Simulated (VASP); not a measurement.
# CdI2 (P-3m1) in VASP: single point with PBE

Aim: the single point of CdI2 with PBE.

All numbers are computed with VASP 6.6.1; they aren't measurements. Logs are shortened: lines on timing, memory, paths and dates and some standing lists are left out, and cuts for length are marked.

## 1. The cell of the first run

Symmetry: P-3m1, No. 164, trigonal system. The conventional cell has a = 4.289 Å, b = 4.289 Å, c = 21.847 Å, α = 90.00°, β = 90.00°, γ = 120.00°. Within 4.0 Å of Cd (site symmetry 3m) lie 6 I at 3.02 Å. Within 4.0 Å of Cd (site symmetry -3m) lie 6 I at 3.02 Å. I (site symmetry 3m) has 3 Cd at 3.02 Å within 4.0 Å. Within 4.0 Å of I (site symmetry 3m) lie 3 Cd at 3.02 Å. I (site symmetry 3m) has 3 Cd at 3.02 Å within 4.0 Å.

## 2. Single point, PBE

The input, INCAR:

```
  PREC = Accurate
  ENCUT = 500
  EDIFF = 1E-6
  ISMEAR = -1
  SIGMA = 0.01
  LREAL = F
  LASPH = T
  NELM = 120
  ALGO = Normal
  ISIF = 2
  LWAVE = F
  LCHARG = F
  GGA = PE
  NBANDS = 49
  GGA_COMPAT = F
```

The input, KPOINTS:

```
Automatic mesh
0
Gamma
  8 8 2
```

The input, POSCAR:

```
CdI2
1.0
    4.2887031757      0.0000000000      0.0000000000
   -2.1443515879      3.7141258995      0.0000000000
    0.0000000000      0.0000000000     21.8468462900
Cd I
3 6
Direct
    0.6666666667      0.3333333333      0.3328669229
    0.3333333333      0.6666666667      0.6671330771
    0.0000000000      0.0000000000      0.0000000000
    0.3333333333      0.6666666667      0.0791775457
    0.3333333333      0.6666666667      0.4120259730
    0.6666666667      0.3333333333      0.9208224543
    0.6666666667      0.3333333333      0.5879740270
    0.0000000000      0.0000000000      0.2536783420
    0.0000000000      0.0000000000      0.7463216580
```

Potentials or basis: VASP PAW PBE potentials, release 64 (Cd, I).

Started as:

```console
cat potpaw_PBE.64/Cd/POTCAR potpaw_PBE.64/I/POTCAR > POTCAR
mpirun -np 1 vasp_std > vasp.out
```

OUTCAR:

```text
PREC = Accurate
   ENCUT = 500
   EDIFF = 1E-6
   ISMEAR = -1
   LREAL = F
   LASPH = T
   NELM = 120
   ISIF = 2
   GGA = PE

 ion  position               nearest neighbor table
   1  0.667  0.333  0.333-   5 3.02   5 3.02   5 3.02   8 3.02   8 3.02   8 3.02
   2  0.333  0.667  0.667-   7 3.02   7 3.02   7 3.02   9 3.02   9 3.02   9 3.02
   3  0.000  0.000  0.000-   4 3.02   6 3.02   6 3.02   4 3.02   6 3.02   4 3.02
   4  0.333  0.667  0.079-   3 3.02   3 3.02   3 3.02
   5  0.333  0.667  0.412-   1 3.02   1 3.02   1 3.02
   6  0.667  0.333  0.921-   3 3.02   3 3.02   3 3.02
   7  0.667  0.333  0.588-   2 3.02   2 3.02   2 3.02
   8  0.000  0.000  0.254-   1 3.02   1 3.02   1 3.02
   9  0.000  0.000  0.746-   2 3.02   2 3.02   2 3.02

  LATTYP: Found a hexagonal cell.
 ALAT       =     4.2887031757
 C/A-ratio  =     5.0940448418

  Lattice vectors:

 A1 = (   4.2887031757,   0.0000000000,   0.0000000000)
 A2 = (  -2.1443515879,   3.7141258995,   0.0000000000)
 A3 = (   0.0000000000,   0.0000000000,  21.8468462900)

Analysis of symmetry for initial positions (statically):
=====================================================================
 Subroutine PRICEL returns:
 Original cell was already a primitive cell.

 Routine SETGRP: Setting up the symmetry group for a
 hexagonal supercell.

 Subroutine GETGRP returns: Found 12 space group operations
 (whereof 12 operations were pure point group operations)
 out of a pool of 24 trial point group operations.

The static configuration has the point symmetry D_3d.

Analysis of symmetry for dynamics (positions and initial velocities):
=====================================================================
 Subroutine PRICEL returns:
 Original cell was already a primitive cell.

 Routine SETGRP: Setting up the symmetry group for a
 hexagonal supercell.

 Subroutine GETGRP returns: Found 12 space group operations
 (whereof 12 operations were pure point group operations)
 out of a pool of 24 trial point group operations.

The dynamic configuration has the point symmetry D_3d.

 Subroutine INISYM returns: Found 12 space group operations
 (whereof 12 operations are pure point group operations),
 and found     1 'primitive' translations

----------------------------------------------------------------------------------------

                                     Primitive cell

  volume of cell :     347.9937

  direct lattice vectors                    reciprocal lattice vectors
     4.288703176  0.000000000  0.000000000     0.233170718  0.134621177  0.000000000
    -2.144351588  3.714125899  0.000000000     0.000000000  0.269242354  0.000000000
     0.000000000  0.000000000 21.846846290     0.000000000  0.000000000  0.045773197

  length of vectors
     4.288703176  4.288703176 21.846846290     0.269242354  0.269242354  0.045773197

  position of ions in fractional coordinates (direct lattice)
     0.666666667  0.333333333  0.332866923
     0.333333333  0.666666667  0.667133077
     0.000000000  0.000000000  0.000000000
     0.333333333  0.666666667  0.079177546
     0.333333333  0.666666667  0.412025973
     0.666666667  0.333333333  0.920822454
     0.666666667  0.333333333  0.587974027
     0.000000000  0.000000000  0.253678342
     0.000000000  0.000000000  0.746321658

  ion indices of the primitive-cell ions
   primitive index   ion index
                 1           1
                 2           2
                 3           3
                 4           4
                 5           5
                 6           6
                 7           7
                 8           8
                 9           9

----------------------------------------------------------------------------------------

 KPOINTS: Automatic mesh

Automatic generation of k-mesh.
 Grid dimensions read from file:
 generate k-points for:    8    8    2

 Generating k-lattice:

  Cartesian coordinates                     Fractional coordinates (reciprocal lattice)
     0.029146340  0.016827647  0.000000000     0.125000000  0.000000000  0.000000000
     0.000000000  0.033655294  0.000000000     0.000000000  0.125000000  0.000000000
     0.000000000  0.000000000  0.022886599     0.000000000  0.000000000  0.500000000

  Length of vectors
     0.033655294  0.033655294  0.022886599

  Shift w.r.t. Gamma in fractional coordinates (k-lattice)
     0.000000000  0.000000000  0.000000000

 Subroutine IBZKPT returns following result:
 ===========================================

 Found     20 irreducible k-points:

 Following reciprocal coordinates:
            Coordinates               Weight
  0.000000  0.000000  0.000000      1.000000
  0.125000 -0.000000  0.000000      6.000000
  0.250000 -0.000000  0.000000      6.000000
  0.375000 -0.000000  0.000000      6.000000
  0.500000 -0.000000  0.000000      3.000000
  0.125000  0.125000  0.000000      6.000000
[... 12 lines left out ...]
  0.250000  0.250000  0.500000      6.000000
  0.375000  0.250000  0.500000      6.000000
   k-points           NKPTS =     20   k-points in BZ     NKDIM =     20   number of bands    NBANDS=     49
   number of dos      NEDOS =    301   number of ions     NIONS =      9
   total plane-waves  NPLWV = 163840
   dimension x,y,z NGX =    32 NGY =   32 NGZ =  160
   dimension x,y,z NGXF=    64 NGYF=   64 NGZF=  320
   ions per type =               3   6
   NGX,Y,Z   is equivalent  to a cutoff of  12.40, 12.40, 12.18 a.u.
   NGXF,Y,Z  is equivalent  to a cutoff of  24.81, 24.81, 24.35 a.u.
 SYSTEM =  unknown system
   PREC   = accura    normal or accurate (medium, high low for compatibility)
   ISTART =      0    job   : 0-new  1-cont  2-samecut
   ICHARG =      2    charge: 1-file 2-atom 10-const
   ISPIN  =      1    spin polarized calculation?
   LNONCOLLINEAR =      F non collinear calculations
   LSORBIT =      F    spin-orbit coupling
   LASPH  =      T    aspherical Exc in radial PAW
   ENCUT  =  500.0 eV  36.75 Ry    6.06 a.u.   7.82  7.82 39.83*2*pi/ulx,y,z
   NELM   =    120;   NELMIN=  2; NELMDL= -5     # of ELM steps
   EDIFF  = 0.1E-05   stopping-criterion for ELM
   LREAL  =      F    real-space projection
   EDIFFG = 0.1E-04   stopping-criterion for IOM
   NSW    =      0    number of steps for IOM
   IBRION =     -1    ionic relax: 0-MD 1-quasi-New 2-CG
   NFREE  =      0    steps in history (QN), initial steepest desc. (CG)
   ISIF   =      2    stress and relaxation
   ISYM   =      2    0-nonsym 1-usesym 2-fastsym
   POTIM  = 0.5000    time-step for ionic-motion
   TEBEG  =    0.0;   TEEND  =   0.0 temperature during run
   PSTRESS=    0.0 pullay stress
   NELECT =      78.0000    total number of electrons
   NUPDOWN=      -1.0000    fix difference up-down
   EMIN   =  10.00;   EMAX   =-10.00  energy-range for DOS
   EFERMI =   0.00;   METHOD = LEGACY
   ISMEAR =    -1;   SIGMA  =   0.01  broadening in eV -4-tet -1-fermi 0-gaus
   EFERMI_NEDOS =   21; number of points for ismear=-14 and -15
   IALGO  =     38    algorithm
   IMIX   =      4    mixing-type and parameters
     AMIX     =   0.40;   BMIX     =  1.00
     AMIX_MAG =   1.60;   BMIX_MAG =  1.00
  volume/ion in A,a.u.               =      38.67       260.93
  Fermi-wavevector in a.u.,A,eV,Ry     =   0.994449  1.879236 13.455197  0.988929
  Thomas-Fermi vector in A             =   2.126401
   LORBIT       =      0    0 simple, 1 ext, 2 COOP (PROOUT), +10 PAW based schemes
   GGA     = PE    functional components
   LHFCALC =     F    Hartree Fock is set to
   AEXX    =    0.0000 exact exchange contribution
   IVDW    =     0    specifies the selected vdW correction
   LEPSILON=     F    determine dielectric tensor
   LRPA    =     F    only Hartree local field effects (RPA)
 non-spin polarized calculation
  energy-cutoff  :      500.00
  volume of cell :      347.99
 maximum number of plane-waves:      8868
 NGX is ok and might be reduce to    32
   NGX = 15   NGY = 15   NGZ = 79

 number of electron      78.0000011 magnetization

 Free energy of the ion-electron system (eV)
  ---------------------------------------------------
  ext. energy  EPLUGINS =         0.00000000
  ---------------------------------------------------
  free energy    TOTEN  =       -16.61261647 eV

  energy without entropy =      -16.61261647  energy(sigma->0) =      -16.61261647

 E-fermi :   1.5420     XC(G=0):  -8.1589

 val. band max:        1.3092181780   @ k =   0.1250  -0.0000   0.0000
 cond. band min:       3.5835972421   @ k =   0.5000  -0.0000   0.0000
 fundamental gap:      2.2743790641
 Fermi energy:         1.5419612521

 k-point     1 :       0.0000    0.0000    0.0000
  band No.  band energies     occupation
      1     -10.5926      2.00000
      2     -10.5329      2.00000
      3     -10.5329      2.00000
      4     -10.1068      2.00000
      5     -10.1032      2.00000
      6     -10.0277      2.00000
[... 41 lines left out ...]
     48       7.5785      0.00000
     49       7.5888      0.00000

 k-point     2 :       0.1250   -0.0000    0.0000
  band No.  band energies     occupation
      1     -10.5232      2.00000
      2     -10.4663      2.00000
      3     -10.4659      2.00000
      4     -10.0872      2.00000
      5     -10.0837      2.00000
      6     -10.0141      2.00000
[... 41 lines left out ...]
     48       7.3641      0.00000
     49       7.7706      0.00000

 k-point     3 :       0.2500   -0.0000    0.0000
  band No.  band energies     occupation
      1     -10.3431      2.00000
      2     -10.2965      2.00000
      3     -10.2935      2.00000
      4     -10.0408      2.00000
      5     -10.0360      2.00000
      6      -9.9836      2.00000
[... 873 lines left out ...]
     48       7.8841      0.00000
     49       8.3298      0.00000

 k-point    20 :       0.3750    0.2500    0.5000
  band No.  band energies     occupation
      1      -9.9734      2.00000
      2      -9.9698      2.00000
      3      -9.9698      2.00000
      4      -9.9584      2.00000
      5      -9.9576      2.00000
      6      -9.9546      2.00000
[... 41 lines left out ...]
     48       7.7120      0.00000
     49       8.4008      0.00000

------------------------ aborting loop because EDIFF is reached ----------------------------------------

  FORCE on cell =-STRESS in cart. coord.  units (eV):
  Direction    XX          YY          ZZ          XY          YZ          ZX
  --------------------------------------------------------------------------------------
  -------------------------------------------------------------------------------------
  Total        1.4625879      1.4625879      0.9647756     -0.0000000      0.0000000     -0.0000000
  in kB        6.7338152      6.7338152      4.4418669     -0.0000000      0.0000000     -0.0000000
  external PRESSURE =       5.9698324 kB  Pullay stress =       0.0000000 kB

 VOLUME and BASIS-vectors are now :
 -----------------------------------------------------------------------------
  energy-cutoff  :      500.00
  volume of cell :      347.99
      direct lattice vectors                 reciprocal lattice vectors
     4.288703176  0.000000000  0.000000000     0.233170718  0.134621177  0.000000000
    -2.144351588  3.714125899  0.000000000     0.000000000  0.269242354  0.000000000
     0.000000000  0.000000000 21.846846290     0.000000000  0.000000000  0.045773197

 POSITION                                       TOTAL-FORCE (eV/Angst)
 -----------------------------------------------------------------------------------
      2.14435      1.23804      7.27209         0.000000      0.000000     -0.000759
     -0.00000      2.47608     14.57475        -0.000000      0.000000      0.000759
      0.00000      0.00000      0.00000         0.000000      0.000000     -0.000000
     -0.00000      2.47608      1.72978        -0.000000      0.000000      0.018578
     -0.00000      2.47608      9.00147         0.000000     -0.000000      0.019722
      2.14435      1.23804     20.11707         0.000000     -0.000000     -0.018578
      2.14435      1.23804     12.84538        -0.000000      0.000000     -0.019722
      0.00000      0.00000      5.54207         0.000000     -0.000000     -0.018318
      0.00000      0.00000     16.30477        -0.000000      0.000000      0.018318
 -----------------------------------------------------------------------------------
    total drift:                                0.000000      0.000000      0.000000

  FREE ENERGIE OF THE ION-ELECTRON SYSTEM (eV)
  ---------------------------------------------------
  free  energy   TOTEN  =       -16.6126164745 eV

  energy  without entropy=      -16.6126164745  energy(sigma->0) =      -16.61261647
```

Wall time 11 min (1 thread of Oxide Virtual Turin-like, shared host); peak memory 0.51 GiB.

Results:

```
Free energy            : -16.6126 eV
Pressure               : 0.6 GPa
Largest force          : 0.020 eV/Å
Band gap on the k mesh : 2.27 eV (least direct gap 2.43 eV)
```

Forces on the atoms (eV/Å):
```
Cd   0.000  0.000 -0.001
Cd   0.000  0.000  0.001
Cd   0.000  0.000  0.000
I    0.000  0.000  0.019
I    0.000  0.000  0.020
I    0.000  0.000 -0.019
I    0.000  0.000 -0.020
I    0.000  0.000 -0.018
I    0.000  0.000  0.018
```

Stress tensor (GPa, compression positive):
```
0.67 0.00 0.00
0.00 0.67 0.00
0.00 0.00 0.44
```

Caveat: spin-orbit coupling is left out, which moves the levels of the heavy elements; this functional lacks dispersion, which binds layers or chains, so the pressure and a relaxed spacing across them are unreliable.
